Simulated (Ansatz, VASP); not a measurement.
**Lu4ZrO in VASP and in Ansatz**

INCAR

```
SYSTEM = Lu4ZrO
  PREC = Accurate
  ENCUT = 600
  EDIFF = 1E-6
  ISMEAR = 0
  SIGMA = 0.1
  LREAL = .FALSE.
  LASPH = .TRUE.
  NELM = 100
  ALGO = Normal
  ISIF = 3
  LWAVE = .FALSE.
  LCHARG = .FALSE.
  GGA = PE
  IBRION = 2
  NSW = 90
  EDIFFG = -0.04
```

The input KPOINTS:

```
Automatic mesh
0
G
  4 4 4
  0 0 0
```

File POSCAR:

```
Lu4ZrO
1.0
   -2.8917594600      2.8917594600      3.8906705300
    2.8917594600     -2.8917594600      3.8906705300
    2.8917594600      2.8917594600     -3.8906705300
Lu Zr O
4 1 1
Direct
    0.5000000000      0.5000000000      0.5000000000
    0.0000000000      0.0000000000      0.5000000000
    0.5000000000      0.0000000000      0.0000000000
    0.0000000000      0.5000000000      0.0000000000
    0.5000000000      0.5000000000      0.0000000000
    0.0000000000      0.0000000000      0.0000000000
```

Input for Ansatz:

```yaml
crystal:
  lattice:
    - [-2.89175946, 2.89175946, 3.89067053]
    - [2.89175946, -2.89175946, 3.89067053]
    - [2.89175946, 2.89175946, -3.89067053]
  atoms:
    - { symbol: Lu, position: [0.5, 0.5, 0.5] }
    - { symbol: Lu, position: [0.0, 0.0, 0.5] }
    - { symbol: Lu, position: [0.5, 0.0, 0.0] }
    - { symbol: Lu, position: [0.0, 0.5, 0.0] }
    - { symbol: Zr, position: [0.5, 0.5, 0.0] }
    - { symbol: O, position: [0.0, 0.0, 0.0] }
basis:
  ecutwfc: 420
kpoints:
  mp_grid: { grid: [4, 4, 4] }
hamiltonian:
  xc: pbe
scf:
  occupations: { method: gaussian, width: 0.1 }
  lower_state_search: "off"
output:
  forces: true
  stress: true
  eigenvalues: true
relax:
  adjacent_minimum: "off"
  f_tol: 0.04
  max_steps: 70
  cell: { stress_tol: 0.4 }
```

Alike in both runs: task relaxation of cell and atoms; functional PBE; k mesh 4 × 4 × 4; occupations gaussian, width 0.1 eV; no spin polarisation.

|  | VASP | Ansatz |
| --- | --- | --- |
| version | VASP 6.6.1 | Ansatz 0.2.0 |
| potentials or method | VASP PAW PBE potentials, release 64 (Lu, Zr_sv, O), cutoff 600 eV | scalar-relativistic, plane waves, PAW |
| valence electrons in the cell | 118 | 118 |

VASP gave:

- gap on the k mesh at the Fermi level, each at its own relaxed structure (eV): none
- relaxed volume (Å³/atom): 25.85
- relaxed cell length with the largest relative difference (Å): 5.866

What did Ansatz give for the same quantities?

gap on the k mesh at the Fermi level, each at its own relaxed structure (eV): none; relaxed volume (Å³/atom): 25.81; relaxed cell length with the largest relative difference (Å): 5.863.

A gap of «none» marks a metal or a gap that the smearing closes.

The k mesh is coarse, so the values compare programs but aren't converged. Neither program's run includes spin-orbit coupling. Noted on VASP's run: the volume moved by over 15 % at a fixed basis, so the end points are rough.
